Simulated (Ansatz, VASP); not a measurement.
# Two plane-wave programs on Sr

```
Sr
1.0
     4.19501    0.00000    0.00000
    -2.09750    3.63298    0.00000
     0.00000    0.00000    6.75616
Sr
2
Direct
  0.33333 0.66667 0.25000
  0.66667 0.33333 0.75000
```

Alike in both runs: task single point; functional LDA; k mesh 12 × 12 × 6; occupations gaussian, width 0.1 eV; no spin polarisation.

|  | VASP | Ansatz |
| --- | --- | --- |
| version | VASP 6.6.1 | Ansatz 0.2.0 |
| potentials or method | VASP PAW LDA potentials, release 64 (Sr_sv), cutoff 520 eV | scalar-relativistic, plane waves, PAW |
| valence electrons in the cell | 20 | 20 |

VASP gave:

| Quantity | Value |
| --- | --- |
| gap on the k mesh at the Fermi level (eV) | none |
| pressure (GPa) | -0.6 |
| traceless stress, the component that is largest in VASP (GPa) | 0.23 |

Question: What did Ansatz give for the same quantities?

Answer: gap on the k mesh at the Fermi level (eV): none; pressure (GPa): -0.6; traceless stress, the component that is largest in VASP (GPa): 0.22.

LDA's correlation is that of Perdew and Zunger in VASP and of Perdew and Wang (1992) in Ansatz. A gap of «none» marks a metal or a gap that the smearing closes.
